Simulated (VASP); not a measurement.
Cu12H: single point with PBE+D3(BJ)

System: Cu12H, a slab with vacuum.

```xyz
13
Lattice="5.0378 0.0000 0.0000 0.0000 5.0378 0.0000 0.0000 0.0000 20.6623" Properties=species:S:1:pos:R:3 pbc="T T T"
Cu    1.2595    1.2595    4.0000
Cu    1.2595    3.7784    4.0000
Cu    3.7784    1.2595    4.0000
Cu    3.7784    3.7784    4.0000
Cu    0.0000    0.0000    5.7811
Cu    0.0000    2.5189    5.7811
Cu    2.5189    0.0000    5.7811
Cu    2.5189    2.5189    5.7811
Cu    1.2595    1.2595    7.5623
Cu    1.2595    3.7784    7.5623
Cu    3.7784    1.2595    7.5623
Cu    3.7784    3.7784    7.5623
H     1.6793    2.5189   10.3623
```

```yaml
Program: VASP 6.6.1
Task: single point
Functional: PBE
Dispersion: D3(BJ)
Potentials_or_basis: VASP PAW PBE potentials, release 64 (Cu, H)
Cutoff: 520 eV
k_mesh: 5 × 5 × 1
Occupations: gaussian, width 0.1 eV
Spin: no spin polarisation
Dipole_correction: yes
Further_INCAR_settings: ALGO = Normal; EDIFF = 1e-07; NBANDS = 78
```

* Largest force: 1.129 eV/Å
* Band gap on the k mesh: zero (an odd number of electrons rules out a gap without spin polarisation)
* Dispersion energy per atom: -0.342 eV

Forces on the atoms (eV/Å):
```
Cu   0.015  0.029 -0.032
Cu   0.015 -0.029 -0.032
Cu  -0.014  0.030 -0.043
Cu  -0.014 -0.030 -0.043
Cu   0.047  0.000  0.064
Cu  -0.009  0.000 -0.035
Cu  -0.045  0.000  0.007
Cu   0.009  0.000 -0.054
Cu   0.047  0.156  0.506
Cu   0.047 -0.156  0.506
Cu  -0.032  0.013  0.142
Cu  -0.032 -0.013  0.142
H   -0.034  0.000 -1.129
```

Levels at points of the mesh, in eV from the Fermi level:
| k point | band 63 | band 64 | band 65 | band 66 | band 67 | band 68 | band 69 | band 70 | band 71 | band 72 |
| --- | --- | --- | --- | --- | --- | --- | --- | --- | --- | --- |
| (0.00, 0.00, 0.00) | -1.05 | -0.18 | -0.12 | -0.12 | -0.05 | -0.03 | 0.03 | 0.19 | 1.73 | 3.04 |

It took 32 min on 1 thread of Intel Xeon 8259CL, with other jobs on the host, peak memory 0.72 GiB.
